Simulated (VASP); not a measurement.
# CdF2 in VASP: notebook, part 2 of 2

VASP 6.6.1. Earlier steps stand in the parts before.

## 3. Single point, PBEsol (strained and its atoms moved)

INCAR

```
SYSTEM = CdF2
PREC = Accurate
ENCUT = 520
EDIFF = 1E-7
ISMEAR = 0
SIGMA = 0.02
LREAL = .False.
LASPH = .True.
NELM = 100
ALGO = Normal
ISIF = 2
LWAVE = .False.
LCHARG = .True.
GGA = PS
LELF = .True.
LVHAR = .True.
NBANDS = 20
```

KPOINTS

```
Automatic mesh
0
Gamma
  8 8 8
  0 0 0
```

POSCAR

```
CdF2
1.0
    0.0802273200      2.7927351000      2.8041576600
    2.7927351000      0.0802273200      2.8041576600
    2.7652024200      2.7652024200      0.1077600000
Cd F
1 2
Direct
    0.0080095698      0.0080095698      0.0232851958
    0.2367085635      0.2367085635      0.2421523355
    0.7552818667      0.7552818667      0.7345624687
```

Potentials or basis: VASP PAW PBE potentials, release 64 (Cd, F).

Command:

```bash
$ cat potpaw_PBE.64/Cd/POTCAR potpaw_PBE.64/F/POTCAR > POTCAR
$ mpirun -np 1 vasp_std > vasp.out
```

OUTCAR:

```text
SYSTEM = CdF2
   PREC = Accurate
   ENCUT = 520
   EDIFF = 1E-7
   ISMEAR = 0
   LREAL = .False.
   LASPH = .True.
   NELM = 100
   ISIF = 2
   GGA = PS

 ion  position               nearest neighbor table
   1  0.008  0.008  0.023-   3 2.21   2 2.21   3 2.35   3 2.35   2 2.44   2 2.45   2 2.45   3 2.60

   2  0.237  0.237  0.242-   1 2.21   1 2.44   1 2.45   1 2.45
   3  0.755  0.755  0.735-   1 2.21   1 2.35   1 2.35   1 2.60

  LATTYP: Found a base centered monoclinic cell.
 ALAT       =     6.5731455023
 B/A-ratio  =     0.5835965884
 C/A-ratio  =     0.5951596838
 COS(beta)  =    -0.5489331955

  Lattice vectors:

 A1 = (  -2.6849751000,   0.0275326800,   2.6963976600)
 A2 = (   0.0275326800,  -2.6849751000,   2.6963976600)
 A3 = (   2.7652024200,   2.7652024200,   0.1077600000)

Analysis of symmetry for initial positions (statically):
=====================================================================
 Subroutine PRICEL returns:
 Original cell was already a primitive cell.

 Routine SETGRP: Setting up the symmetry group for a
 base centered monoclinic supercell.
[... 166 lines left out ...]
  free energy    TOTEN  =       -11.46375900 eV

  energy without entropy =      -11.46375900  energy(sigma->0) =      -11.46375900

 E-fermi :  -1.6562     XC(G=0): -10.4055

 val. band max:       -1.8388005769   @ k =   0.5000   0.5000  -0.0000
 cond. band min:       0.9192772632   @ k =   0.0000   0.0000   0.0000
 fundamental gap:      2.7580778401
 Fermi energy:        -1.6561805300

 k-point     1 :       0.0000    0.0000    0.0000
  band No.  band energies     occupation
      1     -22.2988      2.00000
      2     -21.3064      2.00000
      3      -7.3730      2.00000
      4      -7.3235      2.00000
      5      -7.2595      2.00000
      6      -6.3086      2.00000
[... 541 lines left out ...]
     19      17.2566      0.00000
     20      18.1441      0.00000

 [... further k-points ...]

------------------------ aborting loop because EDIFF is reached ----------------------------------------

  FORCE on cell =-STRESS in cart. coord.  units (eV):
  Direction    XX          YY          ZZ          XY          YZ          ZX
  --------------------------------------------------------------------------------------
  -------------------------------------------------------------------------------------
  Total       -0.6914134     -0.6914134     -0.6087353      0.3873690     -0.0513530     -0.0513530
  in kB      -26.8704895    -26.8704895    -23.6573597     15.0543722     -1.9957394     -1.9957393
  external PRESSURE =     -25.7994462 kB  Pullay stress =       0.0000000 kB

 VOLUME and BASIS-vectors are now :
 -----------------------------------------------------------------------------
  energy-cutoff  :      520.00
  volume of cell :       41.23
      direct lattice vectors                 reciprocal lattice vectors
     0.080227320  2.792735100  2.804157660    -0.187876347  0.180786190  0.181938727
     2.792735100  0.080227320  2.804157660     0.180786190 -0.187876347  0.181938727
     2.765202420  2.765202420  0.107760000     0.184501819  0.184501819 -0.189028884

 POSITION                                       TOTAL-FORCE (eV/Angst)
 -----------------------------------------------------------------------------------
      0.08740      0.08740      0.04743        -0.645358     -0.645358     -0.146231
      1.34966      1.34966      1.35363         0.452035      0.452035      0.535161
      4.20111      4.20111      4.31502         0.193322      0.193322     -0.388930
 -----------------------------------------------------------------------------------
    total drift:                                0.000215      0.000215      0.000905

  FREE ENERGIE OF THE ION-ELECTRON SYSTEM (eV)
  ---------------------------------------------------
  free  energy   TOTEN  =       -11.4637589997 eV

  energy  without entropy=      -11.4637589997  energy(sigma->0) =      -11.46375900
```

OSZICAR:

```text
N       E                     dE             d eps       ncg     rms          rms(c)
DAV:   1     0.198096686937E+03    0.19810E+03   -0.15409E+04  6048   0.131E+03
DAV:   2    -0.429029583020E+01   -0.20239E+03   -0.19407E+03  6528   0.342E+02
DAV:   3    -0.129452391867E+02   -0.86549E+01   -0.86318E+01  6924   0.777E+01
DAV:   4    -0.129826898864E+02   -0.37451E-01   -0.37449E-01  6496   0.526E+00
DAV:   5    -0.129828267872E+02   -0.13690E-03   -0.13690E-03  6880   0.284E-01    0.924E+00
DAV:   6    -0.114542176039E+02    0.15286E+01   -0.34132E+00  8052   0.387E+01    0.703E+00
DAV:   7    -0.114890091489E+02   -0.34792E-01   -0.87156E-01  6256   0.839E+00    0.412E+00
DAV:   8    -0.114769053482E+02    0.12104E-01   -0.19584E-01  6388   0.398E+00    0.822E-01
DAV:   9    -0.114630221424E+02    0.13883E-01   -0.49830E-02  7368   0.267E+00    0.103E-01
DAV:  10    -0.114636050909E+02   -0.58295E-03   -0.38894E-03  6244   0.649E-01    0.119E-01
DAV:  11    -0.114637300454E+02   -0.12495E-03   -0.20825E-04  6736   0.151E-01    0.524E-02
DAV:  12    -0.114637544009E+02   -0.24355E-04   -0.11377E-04  6244   0.888E-02    0.212E-02
DAV:  13    -0.114637587667E+02   -0.43658E-05   -0.12090E-05  6756   0.307E-02    0.526E-03
DAV:  14    -0.114637589844E+02   -0.21774E-06   -0.37334E-07  6592   0.770E-03    0.193E-03
DAV:  15    -0.114637589997E+02   -0.15262E-07   -0.17441E-07  5700   0.347E-03
   1 F= -.11463759E+02 E0= -.11463759E+02  d E =-.181393E-40
```

Wall time 2 min (1 thread of Intel Xeon Platinum 8259CL at 2.50GHz (Skylake/Cascade Lake), shared host); peak memory 0.25 GiB.

Results:

- Free energy: -11.4638 eV
- Pressure: -2.6 GPa
- Largest force: 0.924 eV/Å
- Band gap on the k mesh: 2.76 eV, indirect (least direct gap 3.22 eV)

Forces in eV/Å, atoms in the order of the input:
```
Cd  -0.645 -0.645 -0.146
F    0.452  0.452  0.535
F    0.193  0.193 -0.389
```

Levels at points of the mesh, in eV from the valence-band top:
| k point | band 10 | band 11 | band 12 | band 13 | band 14 | band 15 | band 16 | band 17 |
| --- | --- | --- | --- | --- | --- | --- | --- | --- |
| (0.00, 0.00, 0.00) | -0.75 | -0.64 | -0.57 | -0.46 | 2.76 | 12.00 | 12.36 | 12.80 |
| (0.50, 0.00, 0.00) | -1.69 | -1.47 | -0.50 | -0.34 | 6.66 | 8.78 | 13.66 | 14.25 |
| (0.50, 0.50, 0.00) | -2.45 | -0.36 | -0.17 | 0.00 | 7.44 | 9.23 | 11.52 | 13.74 |
| (0.00, 0.00, 0.50) | -1.74 | -1.58 | -0.53 | -0.40 | 6.83 | 8.97 | 13.67 | 13.99 |
| (0.50, 0.00, 0.50) | -2.52 | -0.33 | -0.12 | -0.07 | 7.46 | 9.16 | 11.57 | 13.54 |
| (0.50, 0.50, 0.50) | -1.74 | -1.57 | -0.40 | -0.26 | 6.55 | 8.75 | 13.85 | 14.47 |

Caveat: the cell differs from its parent crystal (strained and its atoms moved); the PAW data sets were made with another functional, which shifts forces and pressure a little. A k mesh can miss the band edges.
